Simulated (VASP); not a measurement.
GeSb4Te7: single point with PBE

The system is GeSb4Te7.

```xyz
12
Lattice="4.1476 0.0000 0.0000 -2.0738 3.5919 0.0000 0.0000 0.0000 23.5870" Properties=species:S:1:pos:R:3 pbc="T T T"
Ge    0.0000    0.0000   11.7935
Sb    2.0738    1.1973   21.5883
Sb    0.0000    2.3946    8.0963
Sb    0.0000    2.3946    1.9987
Sb    2.0738    1.1973   15.4907
Te    0.0000    2.3946   19.8260
Te    2.0738    1.1973    3.7610
Te    0.0000    0.0000   17.2479
Te    2.0738    1.1973   10.1137
Te    0.0000    2.3946   13.4733
Te    0.0000    0.0000    0.0000
Te    0.0000    0.0000    6.3391
```

This cell differs from its parent crystal: equal strain along all axes, cell held: -4.0 %, then relaxed in part.

```yaml
Program: VASP 6.6.1
Task: single point
Functional: PBE
Potentials_or_basis: VASP PAW PBE potentials, release 64 (Ge_d, Sb, Te)
Cutoff: 520 eV
k_mesh: 12 × 12 × 2
Occupations: gaussian, width 0.02 eV
Spin: no spin polarisation
Dipole_correction: no
Further_INCAR_settings: ALGO = Normal; EDIFF = 1e-06; NBANDS = 50
```

```yaml
Pressure: 4.7 GPa
Largest_force: 0.027 eV/Å
Band_gap_on_the_k_mesh: zero (band 38 reaches 7.70 eV, above the bottom of band 39 at 7.47 eV)
```

Forces on the atoms (eV/Å):
```
Ge   0.000  0.000  0.000
Sb   0.000  0.000  0.027
Sb   0.000  0.000  0.026
Sb   0.000  0.000 -0.027
Sb   0.000  0.000 -0.026
Te   0.000  0.000 -0.026
Te   0.000  0.000  0.026
Te   0.000  0.000  0.027
Te   0.000  0.000 -0.010
Te   0.000  0.000  0.010
Te   0.000  0.000  0.000
Te   0.000  0.000 -0.027
```

Stress tensor (GPa, compression positive):
```
5.25 0.00 0.00
0.00 5.25 0.00
0.00 0.00 3.68
```

Levels at points of the mesh, in eV from the Fermi level:
| k point | band 36 | band 37 | band 38 | band 39 | band 40 | band 41 |
| --- | --- | --- | --- | --- | --- | --- |
| (0.00, 0.00, 0.00) | -1.17 | -0.17 | 0.06 | 0.37 | 0.37 | 0.41 |
| (0.50, 0.00, 0.00) | -1.68 | -1.13 | -1.10 | 0.70 | 0.72 | 0.76 |
| (0.00, 0.00, 0.50) | -0.86 | -0.32 | 0.22 | 0.22 | 0.31 | 0.37 |
| (0.50, 0.00, 0.50) | -1.43 | -1.31 | -0.58 | -0.01 | 0.23 | 0.44 |

Run time: 42 min on 1 thread of Oxide Virtual Turin-like Processor, on a shared host, peak memory 0.78 GiB.

Caveat: the cell differs from its parent crystal (equal strain along all axes, cell held: -4.0 %, then relaxed in part); spin-orbit coupling is left out, which moves the levels of the heavy elements.
